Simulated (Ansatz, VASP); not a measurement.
**One calculation of AlN, two programs**

```xyz
16
Lattice="3.1207 0.0000 0.0000 -1.5604 2.7026 0.0000 -0.0002 0.0000 20.2225" Properties=species:S:1:pos:R:3 pbc="T T T"
Al   -0.0003    1.8018   16.7350
Al    3.1204    0.0000   14.1958
Al    1.5603    0.9008    6.6441
Al    1.5603    0.9009   11.6783
Al    3.1207    0.0000    9.1609
Al    0.0000    1.8017    1.5672
Al    3.1206    0.0000    4.1062
Al    1.5601    0.9009   19.2728
N     1.5603    0.9009    0.9551
N     1.5601    0.9009   13.5834
N    -0.0003    1.8018   18.6503
N     3.1206    0.0000    6.0217
N     3.1204    0.0000   16.1118
N     3.1206    0.0000   11.0657
N    -0.0001    1.8017    3.4832
N     1.5603    0.9009    8.5487
```

Change from the starting cell: cell x1, atoms moved at random (sigma 0.05 Å) and cell strained at random (1.5 %), then relaxed without symmetry.

Alike in both runs: functional PBE; k mesh 6 × 6 × 1; occupations gaussian, width 0.1 eV; no spin polarisation.

Ansatz relaxed the structure, and its values are those at the end. VASP's run is a single point on that final structure, the one shown.

|  | VASP | Ansatz |
| --- | --- | --- |
| version | VASP 6.6.1 | Ansatz 0.2.0 |
| potentials or method | VASP PAW PBE potentials, release 64 (Al, N), cutoff 520 eV | scalar-relativistic, plane waves, PAW |
| valence electrons in the cell | 64 | 64 |

```csv
,VASP,Ansatz,Ansatz less VASP
gap on the k mesh at the Fermi level (eV),3.86,3.86,+0.006
least direct gap on the mesh (eV),4.00,3.99,-0.009
pressure (GPa),-0.3,0.0,+0.29
```
